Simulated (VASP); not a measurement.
# SrCl2 (Fm-3m) in VASP: a series of runs

SrCl2 is run at these levels: PBE; tasks: single point, relaxation of cell and atoms.

Everything below comes from runs of VASP 6.6.1. Logs are shortened: lines on timing, memory, paths and dates and some standing lists are left out, and cuts for length are marked.

## Step 1: The cell of the first run

The structure is cubic, space group Fm-3m (No. 225). Conventional cell: a = 7.038 Å, b = 7.038 Å, c = 7.038 Å, α = 90.00°, β = 90.00°, γ = 90.00°. Sr (site symmetry m-3m) has 8 Cl at 3.05 Å within 4.0 Å. Within 4.0 Å of Cl (site symmetry -43m) lie 4 Sr at 3.05 Å and 6 Cl at 3.52 Å.

## Step 2: Single point, PBE

Input file INCAR:

```
PREC     = Accurate       # precision mode
ENCUT    = 520            # plane-wave cutoff, eV
EDIFF    = 1E-7           # SCF threshold, eV
ISMEAR   = -1             # smearing method
SIGMA    = 0.02           # smearing width, eV
LREAL    = F              # projectors in reciprocal space
LASPH    = T              # aspherical terms in the spheres
NELM     = 60             # most SCF steps
ALGO     = Normal         # electronic algorithm
ISIF     = 2              # what is computed and relaxed
LWAVE    = F              # write WAVECAR
LCHARG   = F              # write CHGCAR
GGA      = PE             # functional
NBANDS   = 19             # bands
```

Input file KPOINTS:

```
regular mesh
0
Gamma
  6 6 6
```

Input file POSCAR:

```
SrCl2
1.0
    0.0000000000      3.5192138340      3.5192138340
    3.5192138340      0.0000000000      3.5192138340
    3.5192138340      3.5192138340      0.0000000000
Sr Cl
1 2
Direct
    0.0000000000      0.0000000000      0.0000000000
    0.2500000000      0.2500000000      0.2500000000
    0.7500000000      0.7500000000      0.7500000000
```

Potentials or basis: VASP PAW PBE potentials, release 64 (Sr_sv, Cl).

Started as:

```console
$ cat potpaw_PBE.64/Sr_sv/POTCAR potpaw_PBE.64/Cl/POTCAR > POTCAR
$ mpirun -np 1 vasp_std > vasp.out
```

OUTCAR:

```text
PREC = Accurate
   ENCUT = 520
   EDIFF = 1E-7
   ISMEAR = -1
   LREAL = F
   LASPH = T
   NELM = 60
   ISIF = 2
   GGA = PE

 ion  position               nearest neighbor table
   1  0.000  0.000  0.000-   3 3.05   3 3.05   3 3.05   2 3.05   3 3.05   2 3.05   2 3.05   2 3.05

   2  0.250  0.250  0.250-   1 3.05   1 3.05   1 3.05   1 3.05
   3  0.750  0.750  0.750-   1 3.05   1 3.05   1 3.05   1 3.05

  LATTYP: Found a face centered cubic cell.
 ALAT       =     7.0384276680

  Lattice vectors:

 A1 = (   0.0000000000,   3.5192138340,   3.5192138340)
 A2 = (   3.5192138340,   0.0000000000,   3.5192138340)
 A3 = (   3.5192138340,   3.5192138340,   0.0000000000)

Analysis of symmetry for initial positions (statically):
=====================================================================
 Subroutine PRICEL returns:
 Original cell was already a primitive cell.

 Routine SETGRP: Setting up the symmetry group for a
 face centered cubic supercell.

 Subroutine GETGRP returns: Found 48 space group operations
 (whereof 48 operations were pure point group operations)
 out of a pool of 48 trial point group operations.

The static configuration has the point symmetry O_h .

Analysis of symmetry for dynamics (positions and initial velocities):
=====================================================================
 Subroutine PRICEL returns:
 Original cell was already a primitive cell.

 Routine SETGRP: Setting up the symmetry group for a
 face centered cubic supercell.

 Subroutine GETGRP returns: Found 48 space group operations
 (whereof 48 operations were pure point group operations)
 out of a pool of 48 trial point group operations.

The dynamic configuration has the point symmetry O_h .

 Subroutine INISYM returns: Found 48 space group operations
 (whereof 48 operations are pure point group operations),
 and found     1 'primitive' translations

----------------------------------------------------------------------------------------

                                     Primitive cell

  volume of cell :      87.1700

  direct lattice vectors                    reciprocal lattice vectors
     0.000000000  3.519213834  3.519213834    -0.142077186  0.142077186  0.142077186
     3.519213834  0.000000000  3.519213834     0.142077186 -0.142077186  0.142077186
     3.519213834  3.519213834  0.000000000     0.142077186  0.142077186 -0.142077186

  length of vectors
     4.976919933  4.976919933  4.976919933     0.246084906  0.246084906  0.246084906

  position of ions in fractional coordinates (direct lattice)
     0.000000000  0.000000000  0.000000000
     0.250000000  0.250000000  0.250000000
     0.750000000  0.750000000  0.750000000

  ion indices of the primitive-cell ions
   primitive index   ion index
                 1           1
                 2           2
                 3           3

----------------------------------------------------------------------------------------

 KPOINTS: regular mesh

Automatic generation of k-mesh.
 Grid dimensions read from file:
 generate k-points for:    6    6    6

 Generating k-lattice:

  Cartesian coordinates                     Fractional coordinates (reciprocal lattice)
    -0.023679531  0.023679531  0.023679531     0.166666667  0.000000000  0.000000000
     0.023679531 -0.023679531  0.023679531     0.000000000  0.166666667  0.000000000
     0.023679531  0.023679531 -0.023679531     0.000000000  0.000000000  0.166666667

  Length of vectors
     0.041014151  0.041014151  0.041014151

  Shift w.r.t. Gamma in fractional coordinates (k-lattice)
     0.000000000  0.000000000  0.000000000

 Subroutine IBZKPT returns following result:
 ===========================================

 Found     16 irreducible k-points:

 Following reciprocal coordinates:
            Coordinates               Weight
  0.000000  0.000000  0.000000      1.000000
  0.166667  0.000000  0.000000      8.000000
  0.333333  0.000000  0.000000      8.000000
  0.500000  0.000000  0.000000      4.000000
  0.166667  0.166667  0.000000      6.000000
  0.333333  0.166667  0.000000     24.000000
[... 8 lines left out ...]
 -0.333333  0.333333  0.166667     24.000000
 -0.333333  0.500000  0.166667     12.000000
   k-points           NKPTS =     16   k-points in BZ     NKDIM =     16   number of bands    NBANDS=     19
   number of dos      NEDOS =    301   number of ions     NIONS =      3
   total plane-waves  NPLWV =  64000
   dimension x,y,z NGX =    40 NGY =   40 NGZ =   40
   dimension x,y,z NGXF=    80 NGYF=   80 NGZF=   80
   ions per type =               1   2
   NGX,Y,Z   is equivalent  to a cutoff of  13.36, 13.36, 13.36 a.u.
   NGXF,Y,Z  is equivalent  to a cutoff of  26.72, 26.72, 26.72 a.u.
 SYSTEM =  unknown system
   PREC   = accura    normal or accurate (medium, high low for compatibility)
   ISTART =      0    job   : 0-new  1-cont  2-samecut
   ICHARG =      2    charge: 1-file 2-atom 10-const
   ISPIN  =      1    spin polarized calculation?
   LNONCOLLINEAR =      F non collinear calculations
   LSORBIT =      F    spin-orbit coupling
   LASPH  =      T    aspherical Exc in radial PAW
   ENCUT  =  520.0 eV  38.22 Ry    6.18 a.u.   9.25  9.25  9.25*2*pi/ulx,y,z
   NELM   =     60;   NELMIN=  2; NELMDL= -5     # of ELM steps
   EDIFF  = 0.1E-06   stopping-criterion for ELM
   LREAL  =      F    real-space projection
   EDIFFG = 0.1E-05   stopping-criterion for IOM
   NSW    =      0    number of steps for IOM
   IBRION =     -1    ionic relax: 0-MD 1-quasi-New 2-CG
   NFREE  =      0    steps in history (QN), initial steepest desc. (CG)
   ISIF   =      2    stress and relaxation
   ISYM   =      2    0-nonsym 1-usesym 2-fastsym
   POTIM  = 0.5000    time-step for ionic-motion
   TEBEG  =    0.0;   TEEND  =   0.0 temperature during run
   PSTRESS=    0.0 pullay stress
   NELECT =      24.0000    total number of electrons
   NUPDOWN=      -1.0000    fix difference up-down
   EMIN   =  10.00;   EMAX   =-10.00  energy-range for DOS
   EFERMI =   0.00;   METHOD = LEGACY
   ISMEAR =    -1;   SIGMA  =   0.02  broadening in eV -4-tet -1-fermi 0-gaus
   EFERMI_NEDOS =   21; number of points for ismear=-14 and -15
   IALGO  =     38    algorithm
   IMIX   =      4    mixing-type and parameters
     AMIX     =   0.40;   BMIX     =  1.00
     AMIX_MAG =   1.60;   BMIX_MAG =  1.00
  volume/ion in A,a.u.               =      29.06       196.08
  Fermi-wavevector in a.u.,A,eV,Ry     =   1.065016  2.012589 15.432541  1.134260
  Thomas-Fermi vector in A             =   2.200554
   LORBIT       =      0    0 simple, 1 ext, 2 COOP (PROOUT), +10 PAW based schemes
   GGA     = PE    functional components
   LHFCALC =     F    Hartree Fock is set to
   AEXX    =    0.0000 exact exchange contribution
   IVDW    =     0    specifies the selected vdW correction
   LEPSILON=     F    determine dielectric tensor
   LRPA    =     F    only Hartree local field effects (RPA)
 non-spin polarized calculation
  energy-cutoff  :      520.00
  volume of cell :       87.17
 maximum number of plane-waves:      2397
 NGX is ok and might be reduce to    40
   NGX = 19   NGY = 19   NGZ = 19

 number of electron      23.9999999 magnetization

 Free energy of the ion-electron system (eV)
  ---------------------------------------------------
  ext. energy  EPLUGINS =         0.00000000
  ---------------------------------------------------
  free energy    TOTEN  =       -12.79133249 eV

  energy without entropy =      -12.79133249  energy(sigma->0) =      -12.79133249

 E-fermi :   0.3746     XC(G=0):  -8.1697

 val. band max:       -0.0179730682   @ k =   0.5000   0.5000   0.0000
 cond. band min:       5.2183547512   @ k =   0.0000   0.0000   0.0000
 fundamental gap:      5.2363278194
 Fermi energy:         0.3746109602

 k-point     1 :       0.0000    0.0000    0.0000
  band No.  band energies     occupation
      1     -32.9934      2.00000
      2     -14.9737      2.00000
      3     -14.9737      2.00000
      4     -14.9737      2.00000
      5     -13.2427      2.00000
      6     -12.4454      2.00000
[... 11 lines left out ...]
     18       8.9723      0.00000
     19       9.1383      0.00000

 k-point     2 :       0.1667    0.0000    0.0000
  band No.  band energies     occupation
      1     -32.9927      2.00000
      2     -15.0452      2.00000
      3     -14.9767      2.00000
      4     -14.9767      2.00000
      5     -13.1118      2.00000
      6     -12.4988      2.00000
[... 11 lines left out ...]
     18       8.6371      0.00000
     19       9.7034      0.00000

 k-point     3 :       0.3333    0.0000    0.0000
  band No.  band energies     occupation
      1     -32.9913      2.00000
      2     -15.1633      2.00000
      3     -14.9827      2.00000
      4     -14.9827      2.00000
      5     -12.9093      2.00000
      6     -12.5631      2.00000
[... 11 lines left out ...]
     18       8.4602      0.00000
     19       8.9651      0.00000

 k-point     4 :       0.5000    0.0000    0.0000
  band No.  band energies     occupation
      1     -32.9907      2.00000
      2     -15.2134      2.00000
      3     -14.9857      2.00000
      4     -14.9857      2.00000
      5     -12.8668      2.00000
      6     -12.5416      2.00000
[... 11 lines left out ...]
     18       8.4805      0.00000
     19       8.5756      0.00000

 k-point     5 :       0.1667    0.1667    0.0000
  band No.  band energies     occupation
      1     -32.9925      2.00000
      2     -15.0622      2.00000
      3     -14.9809      2.00000
      4     -14.9809      2.00000
      5     -13.0645      2.00000
      6     -12.5195      2.00000
[... 11 lines left out ...]
     18       8.7057      0.00000
     19       8.7852      0.00000
[... 158 lines left out ...]
      2     -15.2656      2.00000
      3     -15.0023      2.00000
      4     -15.0023      2.00000
      5     -12.7275      2.00000
      6     -12.5675      2.00000
[... 11 lines left out ...]
     18       8.5273      0.00000
     19       9.6805      0.00000

 k-point    14 :       0.5000    0.3333    0.1667
  band No.  band energies     occupation
      1     -32.9904      2.00000
      2     -15.1768      2.00000
      3     -15.0498      2.00000
      4     -14.9926      2.00000
      5     -12.7196      2.00000
      6     -12.6444      2.00000
[... 11 lines left out ...]
     18       8.5483      0.00000
     19       9.6562      0.00000

 k-point    15 :      -0.3333    0.3333    0.1667
  band No.  band energies     occupation
      1     -32.9900      2.00000
      2     -15.1604      2.00000
      3     -15.1039      2.00000
      4     -14.9966      2.00000
      5     -12.6958      2.00000
      6     -12.6164      2.00000
[... 11 lines left out ...]
     18       8.9656      0.00000
     19       9.7707      0.00000

 k-point    16 :      -0.3333    0.5000    0.1667
  band No.  band energies     occupation
      1     -32.9898      2.00000
      2     -15.2041      2.00000
      3     -15.0729      2.00000
      4     -15.0025      2.00000
      5     -12.6830      2.00000
      6     -12.6034      2.00000
[... 11 lines left out ...]
     18       9.3492      0.00000
     19       9.8407      0.00000

------------------------ aborting loop because EDIFF is reached ----------------------------------------

  FORCE on cell =-STRESS in cart. coord.  units (eV):
  Direction    XX          YY          ZZ          XY          YZ          ZX
  --------------------------------------------------------------------------------------
  -------------------------------------------------------------------------------------
  Total        0.0624528      0.0624528      0.0624528      0.0000000     -0.0000000     -0.0000000
  in kB        1.1478775      1.1478775      1.1478775      0.0000000     -0.0000000     -0.0000000
  external PRESSURE =       1.1478775 kB  Pullay stress =       0.0000000 kB

 VOLUME and BASIS-vectors are now :
 -----------------------------------------------------------------------------
  energy-cutoff  :      520.00
  volume of cell :       87.17
      direct lattice vectors                 reciprocal lattice vectors
     0.000000000  3.519213834  3.519213834    -0.142077186  0.142077186  0.142077186
     3.519213834  0.000000000  3.519213834     0.142077186 -0.142077186  0.142077186
     3.519213834  3.519213834  0.000000000     0.142077186  0.142077186 -0.142077186

 POSITION                                       TOTAL-FORCE (eV/Angst)
 -----------------------------------------------------------------------------------
      0.00000      0.00000      0.00000         0.000000     -0.000000      0.000000
      1.75961      1.75961      1.75961         0.000000      0.000000     -0.000000
      5.27882      5.27882      5.27882        -0.000000     -0.000000      0.000000
 -----------------------------------------------------------------------------------
    total drift:                               -0.000000     -0.000000      0.000000

  FREE ENERGIE OF THE ION-ELECTRON SYSTEM (eV)
  ---------------------------------------------------
  free  energy   TOTEN  =       -12.7913324868 eV

  energy  without entropy=      -12.7913324867  energy(sigma->0) =      -12.79133249
```

Run time: 66 s. Hardware: 1 thread of Intel Xeon 8259CL, shared host; peak memory 0.24 GiB.

What came out:

| Quantity | Value |
| --- | --- |
| Free energy | -12.7913 eV |
| Pressure | 0.1 GPa |
| Band gap on the k mesh | 5.24 eV (least direct gap 5.52 eV) |

Levels at points of the mesh, in eV from the valence-band top:
| k point | band 8 | band 9 | band 10 | band 11 | band 12 | band 13 | band 14 | band 15 | band 16 | band 17 |
| --- | --- | --- | --- | --- | --- | --- | --- | --- | --- | --- |
| (0.00, 0.00, 0.00) | -2.04 | -2.04 | -0.33 | -0.33 | -0.33 | 5.24 | 6.10 | 6.10 | 8.99 | 8.99 |
| (0.50, 0.00, 0.00) | -1.49 | -1.45 | -1.27 | -1.01 | -1.01 | 6.69 | 6.69 | 7.41 | 7.83 | 8.50 |
| (0.50, 0.50, 0.00) | -1.82 | -1.82 | -0.38 | -0.38 | 0.00 | 5.52 | 6.97 | 7.53 | 7.92 | 7.92 |

A k mesh can miss the band edges.

## Step 3: Single point, PBE

Input file INCAR:

```
SYSTEM = SrCl2
ALGO = Normal
EDIFF = 1E-6
ENCUT = 520
GGA = PE
ISIF = 2
ISMEAR = -1
LASPH = .TRUE.
LCHARG = .FALSE.
LREAL = .FALSE.
LWAVE = .FALSE.
NBANDS = 19
NELM = 100
PREC = Accurate
SIGMA = 0.02
```

Input file KPOINTS:

```
k-points
0
G
  6 6 6
  0 0 0
```

POSCAR is that of step 2.

Potentials or basis: VASP PAW PBE potentials, release 64 (Sr_sv, Cl).

Started as:

```console
$ cat potpaw_PBE.64/Sr_sv/POTCAR potpaw_PBE.64/Cl/POTCAR > POTCAR
$ mpirun -np 1 vasp_std > vasp.out
```

Run time: 58 s. Hardware: 1 thread of Intel Xeon 8259CL, shared host; peak memory 0.24 GiB.

Results (log left out):

```yaml
Free_energy: -12.7913 eV
Pressure: 0.1 GPa
Band_gap_on_the_k_mesh: 5.24 eV (least direct gap 5.52 eV)
```

Levels at points of the mesh, in eV from the valence-band top:
| k point | band 10 | band 11 | band 12 | band 13 | band 14 | band 15 |
| --- | --- | --- | --- | --- | --- | --- |
| (0.00, 0.00, 0.00) | -0.33 | -0.33 | -0.33 | 5.24 | 6.10 | 6.10 |
| (0.50, 0.00, 0.00) | -1.27 | -1.01 | -1.01 | 6.69 | 6.69 | 7.41 |
| (0.50, 0.50, 0.00) | -0.38 | -0.38 | 0.00 | 5.52 | 6.97 | 7.53 |

A k mesh can miss the band edges.

## Step 4: Single point, PBE

This run uses another cell than the first one, of 29.19 Å³/atom.

Input file INCAR:

```
SYSTEM = SrCl2
PREC = Accurate ; ENCUT = 520
EDIFF = 1E-6 ; ISMEAR = -1
SIGMA = 0.02 ; LREAL = .False.
LASPH = .True. ; NELM = 60
ALGO = Normal ; ISIF = 2
LWAVE = .False. ; LCHARG = .False.
GGA = PE ; NBANDS = 19
```

Input file KPOINTS:

```
regular mesh
0
Gamma
  6 6 6
  0 0 0
```

Input file POSCAR:

```
SrCl2
1.0
    0.0000000000      3.5246676414      3.5246676414
    3.5246676414      0.0000000000      3.5246676414
    3.5246676414      3.5246676414      0.0000000000
Sr Cl
1 2
Direct
    0.0000000000      0.0000000000      0.0000000000
    0.2500000000      0.2500000000      0.2500000000
    0.7500000000      0.7500000000      0.7500000000
```

Started as:

```console
$ cat potpaw_PBE.64/Sr_sv/POTCAR potpaw_PBE.64/Cl/POTCAR > POTCAR
$ mpirun -np 1 vasp_std > vasp.out
```

Run time: 63 s. Hardware: 1 thread of Intel Xeon 8259CL, shared host; peak memory 0.24 GiB.

It converged, with:

```yaml
Free_energy: -12.7916 eV
Pressure: 0.0 GPa
Band_gap_on_the_k_mesh: 5.22 eV (least direct gap 5.52 eV)
```

Levels at points of the mesh, in eV from the valence-band top:
```tsv
k point	band 9	band 10	band 11	band 12	band 13	band 14	band 15	band 16
(0.00, 0.00, 0.00)	-2.02	-0.33	-0.33	-0.33	5.22	6.10	6.10	8.98
(0.50, 0.00, 0.00)	-1.44	-1.26	-1.01	-1.01	6.68	6.68	7.40	7.82
(0.50, 0.50, 0.00)	-1.81	-0.38	-0.38	0.00	5.52	6.95	7.52	7.91
```

A k mesh can miss the band edges.

(Continued in part 2 of 2.)
